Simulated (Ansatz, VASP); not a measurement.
# InSb in VASP and in Ansatz

```
In Sb
1.0
     0.00000    3.21736    3.21736
     3.21736    0.00000    3.21736
     3.21736    3.21736    0.00000
In Sb
1 1
Direct
  0.00000 0.00000 0.00000
  0.75000 0.75000 0.75000
```

Change from the starting cell: volume scaled by 0.98.

Alike in both runs: task single point; functional PBEsol; k mesh 9 × 9 × 9; occupations fermi-dirac, width 0.05 eV; no spin polarisation.

|  | VASP | Ansatz |
| --- | --- | --- |
| version | VASP 6.6.1 | Ansatz 0.2.0 |
| potentials or method | VASP PAW PBE potentials, release 64 (In_d, Sb), cutoff 520 eV | all-electron LAPW, scalar-relativistic |

|  | VASP | Ansatz | Ansatz less VASP |
| --- | --- | --- | --- |
| pressure (GPa) | 1.9 | 1.9 | -0.01 |

VASP's potentials were made for PBE, not for PBEsol. Ansatz ran all-electron here, and VASP with PAW potentials.

Neither program's run includes spin-orbit coupling.
